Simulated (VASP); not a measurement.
A run of VASP 6.6.1 is set up as follows.

Contents of INCAR:

```
PREC = Accurate
ENCUT = 700
EDIFF = 1E-6
ISMEAR = 0
SIGMA = 0.15
LREAL = F
LASPH = T
NELM = 120
ALGO = Normal
ISIF = 2
LWAVE = F
LCHARG = F
GGA = PE
NBANDS = 16
GGA_COMPAT = F
```

Contents of KPOINTS:

```
Automatic mesh
0
Gamma
  18 18 18
```

File POSCAR:

```
TaN
1.0
    0.0000000000      2.2081122570      2.2081122570
    2.2081122570      0.0000000000      2.2081122570
    2.2081122570      2.2081122570      0.0000000000
Ta N
1 1
Direct
    0.5000000000      0.5000000000      0.5000000000
    0.0000000000      0.0000000000      0.0000000000
```

Potentials or basis: VASP PAW PBE potentials, release 64 (Ta_sv_GW, N).

Launch:

```sh
$ cat potpaw_PBE.64/Ta_sv_GW/POTCAR potpaw_PBE.64/N/POTCAR > POTCAR
$ mpirun -np 1 vasp_std > vasp.out
```

Question: Estimate the pressure.

Answer: 0.1 GPa.

Question: Predict the band gap on the k mesh.

Answer: Zero (bands 9 and 10 overlap by 3.94 eV).

Caveat: spin-orbit coupling is left out, which moves the levels of the heavy elements.
